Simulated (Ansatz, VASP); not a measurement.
# Ti: VASP beside Ansatz

```
CELL_PARAMETERS angstrom
2.94394 0.00000 0.00000
-1.47197 2.47417 0.00000
0.00000 0.00000 4.59099
ATOMIC_POSITIONS crystal
Ti 0.33333 0.66667 0.25000
Ti 0.66667 0.33333 0.75000
```

Change from the starting cell: strain +0.0150 x Voigt [1, -1, 0, 0, 0, 0], atoms carried along.

Alike in both runs: task single point; functional PBEsol; k mesh 24 × 24 × 14; occupations gaussian, width 0.15 eV; no spin polarisation.

|  | VASP | Ansatz |
| --- | --- | --- |
| version | VASP 6.6.1 | Ansatz 0.2.0 |
| potentials or method | VASP PAW PBE potentials, release 64 (Ti_sv), cutoff 520 eV | scalar-relativistic, plane waves, PAW |
| valence electrons in the cell | 24 | 24 |

|  | VASP | Ansatz | Ansatz less VASP |
| --- | --- | --- | --- |
| gap on the k mesh at the Fermi level (eV) | none | none | - |
| pressure (GPa) | -0.2 | 0.1 | +0.32 |
| traceless stress, the component that is largest in VASP (GPa) | 1.98 | 1.99 | +0.017 |
| rms of the force components (eV/Å) | 0.049 | 0.050 | +0.0006 |

VASP's potentials were made for PBE, not for PBEsol. Atom by atom the forces differ by 0.001 eV/Å (rms over components). A gap of «none» marks a metal or a gap that the smearing closes.
